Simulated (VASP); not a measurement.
Li, 2 atoms in the cell. Symmetry: P6_3/mmc, No. 194, hexagonal system. The conventional cell has a = 3.121 Å, b = 3.121 Å, c = 5.110 Å, α = 90.00°, β = 90.00°, γ = 120.00°. Within 4.1 Å of Li (site symmetry -6m2) lie 12 Li at 3.12 to 3.13 Å. This isn't the form of Li at room conditions, which is bcc.

| Quantity | Value |
| --- | --- |
| Program | VASP 6.6.1 |
| Task | single point |
| Functional | PBEsol |
| Potentials or basis | VASP PAW PBE potentials, release 64 (Li_sv) |
| Cutoff | 520 eV |
| k mesh | 15 × 15 × 8 |
| Occupations | fermi-dirac, width 0.08 eV |
| Spin | no spin polarisation |
| Dipole correction | no |
| Further INCAR settings | ALGO = Normal; EDIFF = 1e-07; NBANDS = 10 |

Potentials or basis: VASP PAW PBE potentials, release 64 (Li_sv).

Command:

```console
$ cat potpaw_PBE.64/Li_sv/POTCAR > POTCAR
$ mpirun -np 1 vasp_std > vasp.out
```

Hardware: 1 thread of Intel(R) Xeon(R) Platinum 8559C (Emerald Rapids), on a shared host.

Problem. Estimate the wall time of this run.

Solution. Run time: 18 s on 1 thread of Intel(R) Xeon(R) Platinum 8559C (Emerald Rapids), with other jobs on the host, peak memory 0.17 GiB. Counts: scf iterations 12, k points 135.
